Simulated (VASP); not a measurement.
**LiCl: single point with PBE**

LiCl:

```
CELL_PARAMETERS angstrom
0.00000 2.52339 2.64955
2.52339 0.00000 2.64955
2.52339 2.52339 0.00000
ATOMIC_POSITIONS crystal
Li 0.00000 0.00000 0.00000
Cl 0.50000 0.50000 0.50000
```

This cell differs from its parent crystal: ratio of the length along z to the lengths across it x 1.05, volume and fractional coordinates fixed.

```
Program             : VASP 6.6.1
Task                : single point
Functional          : PBE
Potentials or basis : VASP PAW PBE potentials, release 64 (Li_sv, Cl)
Cutoff              : 520 eV
k mesh              : 8 × 8 × 8
Occupations         : gaussian, width 0.05 eV
Spin                : no spin polarisation
```

| Property | Result |
| --- | --- |
| Band gap on the k mesh | 6.27 eV, direct |

Levels at points of the mesh, in eV from the valence-band top:
| k point | band 3 | band 4 | band 5 | band 6 | band 7 | band 8 |
| --- | --- | --- | --- | --- | --- | --- |
| (0.00, 0.00, 0.00) | -0.11 | -0.11 | 0.00 | 6.27 | 11.60 | 12.03 |
| (0.50, 0.00, 0.00) | -2.88 | -0.39 | -0.26 | 6.68 | 9.26 | 9.63 |
| (0.50, 0.50, 0.00) | -2.96 | -1.07 | -1.07 | 7.91 | 8.37 | 11.93 |
| (0.50, 0.00, 0.50) | -2.97 | -1.39 | -1.06 | 7.80 | 8.16 | 12.61 |

Run time: 18 s on 1 thread of Intel(R) Xeon(R) Platinum 8259CL CPU @ 2.50GHz (Skylake/Cascade Lake), on a shared host, peak memory 0.16 GiB.

 A k mesh can miss the band edges.
